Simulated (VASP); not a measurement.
AlN, 2 atoms in the cell. Symmetry: R-3m, No. 166, trigonal system. Conventional cell: a = 2.827 Å, b = 2.827 Å, c = 7.004 Å, α = 90.00°, β = 90.00°, γ = 120.00°. Al (site symmetry -3m) has 6 N at 2.01 Å within 2.7 Å. Within 2.7 Å of N (site symmetry -3m) lie 6 Al at 2.01 Å.  This cell differs from its parent crystal: epitaxial 111 strain -1.0%.

* Program: VASP 6.6.1
* Task: single point
* Functional: r2SCAN
* Potentials or basis: VASP PAW PBE potentials, release 64 (Al, N)
* Cutoff: 520 eV
* k mesh: 10 × 10 × 10
* Occupations: gaussian, width 0.01 eV
* Spin: no spin polarisation
* Dipole correction: no
* Further INCAR settings: ALGO = Normal; EDIFF = 1e-06; NBANDS = 11

Potentials or basis: VASP PAW PBE potentials, release 64 (Al, N).

Launch:

```console
$ cat potpaw_PBE.64/Al/POTCAR potpaw_PBE.64/N/POTCAR > POTCAR
$ cp INCAR.step1 INCAR
$ mpirun -np 1 vasp_std > vasp.out
$ cp INCAR.step2 INCAR
$ mpirun -np 1 vasp_std > vasp.out
```

Hardware: 1 thread of Intel Xeon 8259CL (shared host).

Estimate the wall time of this run.

Wall time 83 s on 1 thread of Intel Xeon 8259CL, with other jobs on the host, peak memory 0.15 GiB. Counts: k points 116.
